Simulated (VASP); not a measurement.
# HfTi3N4 (Pm-3m) in VASP: relaxation of cell and atoms with PBE

Aim: the relaxation of cell and atoms of HfTi3N4 with PBE.

Program: VASP 6.6.1. These are calculated values, not measurements. Logs are shortened: lines on timing, memory, paths and dates and some standing lists are left out, and cuts for length are marked.

## Step 1: The cell of the first run

Symmetry: Pm-3m, No. 221, cubic system. Conventional cell: a = 4.696 Å, b = 4.696 Å, c = 4.696 Å, α = 90.00°, β = 90.00°, γ = 90.00°. Hf (site symmetry m-3m) has 6 N at 2.35 Å within 3.1 Å. Within 3.1 Å of Ti (site symmetry 4/mmm) lie 6 N at 2.35 Å. N (site symmetry 4/mmm) has 2 Hf at 2.35 Å and 4 Ti at 2.35 Å within 3.1 Å. N (site symmetry m-3m) has 6 Ti at 2.35 Å within 3.1 Å.

## Step 2: Relaxation of cell and atoms, PBE, collinear spin

INCAR

```
PREC = Accurate
ENCUT = 600
EDIFF = 1E-7
ISMEAR = 0
SIGMA = 0.1
LREAL = F
LASPH = T
NELM = 150
ALGO = Normal
ISIF = 3
LWAVE = F
LCHARG = F
ISPIN = 2
MAGMOM = 0 1 1 1 0 0 0 0
LORBIT = 11
LMAXMIX = 4
GGA = PE
IBRION = 2
NSW = 90
EDIFFG = -0.04
```

KPOINTS

```
Automatic mesh
0
Gamma
  4 4 4
```

POSCAR

```
HfTi3N4
1.0
    4.6962164900      0.0000000000      0.0000000000
    0.0000000000      4.6962164900      0.0000000000
    0.0000000000      0.0000000000      4.6962164900
Hf Ti N
1 3 4
Direct
    0.5000000000      0.5000000000      0.5000000000
    0.5000000000      0.0000000000      0.0000000000
    0.0000000000      0.0000000000      0.5000000000
    0.0000000000      0.5000000000      0.0000000000
    0.0000000000      0.5000000000      0.5000000000
    0.5000000000      0.5000000000      0.0000000000
    0.0000000000      0.0000000000      0.0000000000
    0.5000000000      0.0000000000      0.5000000000
```

Potentials or basis: VASP PAW PBE potentials, release 64 (Hf_pv, Ti_sv, N).

Command:

```sh
cat potpaw_PBE.64/Hf_pv/POTCAR potpaw_PBE.64/Ti_sv/POTCAR potpaw_PBE.64/N/POTCAR > POTCAR
mpirun -np 1 vasp_std > vasp.out
```

OUTCAR:

```text
PREC = Accurate
   ENCUT = 600
   EDIFF = 1E-7
   ISMEAR = 0
   LREAL = F
   LASPH = T
   NELM = 150
   ISIF = 3
   ISPIN = 2
   LORBIT = 11
   GGA = PE
   IBRION = 2
   NSW = 90
   EDIFFG = -0.04

 ion  position               nearest neighbor table
   1  0.500  0.500  0.500-   5 2.35   6 2.35   8 2.35   6 2.35   8 2.35   5 2.35   2 3.32   4 3.32
                             2 3.32   2 3.32   3 3.32   3 3.32   2 3.32   3 3.32   4 3.32   4 3.32
   2  0.500  0.000  0.000-   6 2.35   7 2.35   8 2.35   8 2.35   6 2.35   7 2.35   1 3.32   1 3.32
                             1 3.32   1 3.32
   3  0.000  0.000  0.500-   5 2.35   7 2.35   8 2.35   7 2.35   5 2.35   8 2.35   1 3.32   1 3.32
                             1 3.32   1 3.32
   4  0.000  0.500  0.000-   5 2.35   6 2.35   7 2.35   5 2.35   7 2.35   6 2.35   1 3.32   1 3.32
                             1 3.32   1 3.32
   5  0.000  0.500  0.500-   1 2.35   3 2.35   4 2.35   4 2.35   3 2.35   1 2.35
   6  0.500  0.500  0.000-   1 2.35   2 2.35   4 2.35   1 2.35   2 2.35   4 2.35
   7  0.000  0.000  0.000-   2 2.35   3 2.35   4 2.35   3 2.35   4 2.35   2 2.35
   8  0.500  0.000  0.500-   1 2.35   2 2.35   3 2.35   2 2.35   1 2.35   3 2.35

  LATTYP: Found a simple cubic cell.
 ALAT       =     4.6962164900

  Lattice vectors:

 A1 = (   4.6962164900,   0.0000000000,   0.0000000000)
 A2 = (   0.0000000000,   4.6962164900,   0.0000000000)
 A3 = (   0.0000000000,   0.0000000000,   4.6962164900)

Analysis of symmetry for initial positions (statically):
=====================================================================
 Subroutine PRICEL returns:
 Original cell was already a primitive cell.

 Routine SETGRP: Setting up the symmetry group for a
 simple cubic supercell.

 Subroutine GETGRP returns: Found 48 space group operations
 (whereof 48 operations were pure point group operations)
 out of a pool of 48 trial point group operations.

The static configuration has the point symmetry O_h .

Analysis of symmetry for dynamics (positions and initial velocities):
=====================================================================
 Subroutine PRICEL returns:
 Original cell was already a primitive cell.

 Routine SETGRP: Setting up the symmetry group for a
 simple cubic supercell.

 Subroutine GETGRP returns: Found 48 space group operations
 (whereof 48 operations were pure point group operations)
 out of a pool of 48 trial point group operations.

The dynamic configuration has the point symmetry O_h .

Analysis of structural, dynamic, and magnetic symmetry:
=====================================================================
 Subroutine PRICEL returns:
 Original cell was already a primitive cell.

 Routine SETGRP: Setting up the symmetry group for a
 simple cubic supercell.

 Subroutine GETGRP returns: Found 48 space group operations
 (whereof 48 operations were pure point group operations)
 out of a pool of 48 trial point group operations.
[... 113 lines left out ...]
   ISMEAR =     0;   SIGMA  =   0.10  broadening in eV -4-tet -1-fermi 0-gaus
   EFERMI_NEDOS =   21; number of points for ismear=-14 and -15
   IALGO  =     38    algorithm
   IMIX   =      4    mixing-type and parameters
     AMIX     =   0.40;   BMIX     =  1.00
     AMIX_MAG =   1.60;   BMIX_MAG =  1.00
  volume/ion in A,a.u.               =      12.95        87.37
  Fermi-wavevector in a.u.,A,eV,Ry     =   1.408774  2.662197 27.002728  1.984645
  Thomas-Fermi vector in A             =   2.530898
   LORBIT       =     11    0 simple, 1 ext, 2 COOP (PROOUT), +10 PAW based schemes
   GGA     = PE    functional components
   LHFCALC =     F    Hartree Fock is set to
   AEXX    =    0.0000 exact exchange contribution
   IVDW    =     0    specifies the selected vdW correction
   LEPSILON=     F    determine dielectric tensor
   LRPA    =     F    only Hartree local field effects (RPA)
 conjugate gradient relaxation of ions
 spin polarized calculation
 Gauss-broadening in eV      SIGMA  =   0.10
  energy-cutoff  :      600.00
  volume of cell :      103.57
 maximum number of plane-waves:      3468
 NGX is ok and might be reduce to    40
   NGX = 19   NGY = 19   NGZ = 19

--------------------------------------- Ionic step        1  -------------------------------------------

 number of electron      65.9999991 magnetization       0.0178561

 number of electron      65.9999992 magnetization      -0.0002370

 Free energy of the ion-electron system (eV)
  ---------------------------------------------------
  ext. energy  EPLUGINS =         0.00000000
  ---------------------------------------------------
  free energy    TOTEN  =       -77.29951789 eV

  energy without entropy =      -77.27866003  energy(sigma->0) =      -77.28908896

 E-fermi :   7.4936     XC(G=0): -11.5957

 val. band max:        7.3340560853   @ k =   0.2500   0.2500   0.2500
 cond. band min:       7.5227401172   @ k =   0.2500   0.2500   0.0000
 fundamental gap:      0.1886840320
 Fermi energy:         7.4935774470

 spin component 1

 k-point     1 :       0.0000    0.0000    0.0000
  band No.  band energies     occupation
      1     -50.6540      1.00000
      2     -50.6307      1.00000
      3     -50.6307      1.00000
      4     -26.9207      1.00000
      5     -26.9207      1.00000
      6     -26.9207      1.00000
[... 1047 lines left out ...]
 number of electron      66.0000015 magnetization      -0.0000057

 number of electron      66.0000015 magnetization       0.0000004

 Free energy of the ion-electron system (eV)
  ---------------------------------------------------
  ext. energy  EPLUGINS =         0.00000000
  ---------------------------------------------------
  free energy    TOTEN  =       -80.56286035 eV

  energy without entropy =      -80.54361478  energy(sigma->0) =      -80.55323756

 E-fermi :  10.1748     XC(G=0): -12.8409

 val. band max:        9.9435874450   @ k =   0.2500   0.2500   0.2500
 cond. band min:      10.1953107190   @ k =   0.2500   0.2500   0.0000
 fundamental gap:      0.2517232740
 Fermi energy:        10.1747554246

 spin component 1

 k-point     1 :       0.0000    0.0000    0.0000
  band No.  band energies     occupation
      1     -47.6339      1.00000
      2     -47.5620      1.00000
      3     -47.5620      1.00000
      4     -24.0539      1.00000
      5     -24.0539      1.00000
      6     -24.0539      1.00000
[... 907 lines left out ...]
  FREE ENERGIE OF THE ION-ELECTRON SYSTEM (eV)
  ---------------------------------------------------
  free  energy   TOTEN  =       -80.5628603454 eV

  energy  without entropy=      -80.5436147791  energy(sigma->0) =      -80.55323756

 reached required accuracy - stopping structural energy minimisation

 total charge

# of ion       s       p       d       tot
------------------------------------------
    1        0.330   6.730   1.819   8.879
    2        2.170   6.197   1.937  10.304
    3        2.170   6.197   1.937  10.304
    4        2.170   6.197   1.937  10.304
    5        1.239   2.495   0.000   3.733
    6        1.239   2.495   0.000   3.733
    7        1.237   2.445   0.000   3.682
    8        1.239   2.495   0.000   3.733
--------------------------------------------------
tot         11.794  35.249   7.630  54.672

 magnetization (x)

# of ion       s       p       d       tot
------------------------------------------
    1        0.000   0.000   0.000   0.000
    2        0.000   0.000  -0.000  -0.000
    3        0.000   0.000  -0.000  -0.000
    4        0.000   0.000  -0.000  -0.000
    5        0.000  -0.000   0.000  -0.000
    6        0.000  -0.000   0.000  -0.000
    7        0.000   0.000   0.000   0.000
    8        0.000  -0.000   0.000  -0.000
--------------------------------------------------
tot          0.000  -0.000  -0.000  -0.000
```

Run time: 9.8 min. Hardware: 1 thread of AMD EPYC 9R45 (Zen 5), shared host; peak memory 0.3 GiB.

Results:

| Quantity | Value |
| --- | --- |
| Free energy | -80.5629 eV |
| Relaxed volume | 10.20 Å³/atom |
| Relaxed cell | a = 4.337 Å, b = 4.337 Å, c = 4.337 Å, α = 90.00°, β = 90.00°, γ = 90.00° |
| Space group after relaxing (to 0.1 Å) | Pm-3m (No. 221) |
| Energy gained by relaxing | 407.9 meV/atom |
| Ionic steps | 5 |
| Pressure after relaxing | 0.3 GPa |
| Band gap on the k mesh | zero (filled and empty bands overlap) |
| Net moment | 0.00 μB per cell |
| Valence electrons inside the program's atomic spheres | Hf 8.88; Ti 10.30; N 3.73, 3.68 (each value once) |

The path:
```csv
step,energy change (eV),largest force (eV/Å),pressure (GPa),volume (Å³)
1,0.0000,0.0000,-38.65,103.57
2,2.0808,0.0000,116.95,63.46
3,-3.2512,0.0000,-3.53,82.78
4,-3.2625,0.0000,-1.00,81.99
5,-3.2633,0.0000,0.31,81.59
```

Final structure:
```cif
data_structure
_symmetry_space_group_name_H-M 'P 1'
_symmetry_Int_Tables_number 1
_cell_length_a 4.3372
_cell_length_b 4.3372
_cell_length_c 4.3372
_cell_angle_alpha 90.000
_cell_angle_beta 90.000
_cell_angle_gamma 90.000
_cell_volume 81.59
loop_
_atom_site_label
_atom_site_type_symbol
_atom_site_fract_x
_atom_site_fract_y
_atom_site_fract_z
_atom_site_occupancy
Hf1 Hf 0.50000 0.50000 0.50000 1
Ti1 Ti 0.50000 0.00000 0.00000 1
Ti2 Ti 0.00000 0.00000 0.50000 1
Ti3 Ti 0.00000 0.50000 0.00000 1
N1 N 0.00000 0.50000 0.50000 1
N2 N 0.50000 0.50000 0.00000 1
N3 N 0.00000 0.00000 0.00000 1
N4 N 0.50000 0.00000 0.50000 1
```

Caveat: the volume moved by over 15 % at a fixed basis, so the end points are rough; spin-orbit coupling is left out, which moves the levels of the heavy elements.

The gap in the log of VASP goes by the Fermi energy; the results here count the filled bands.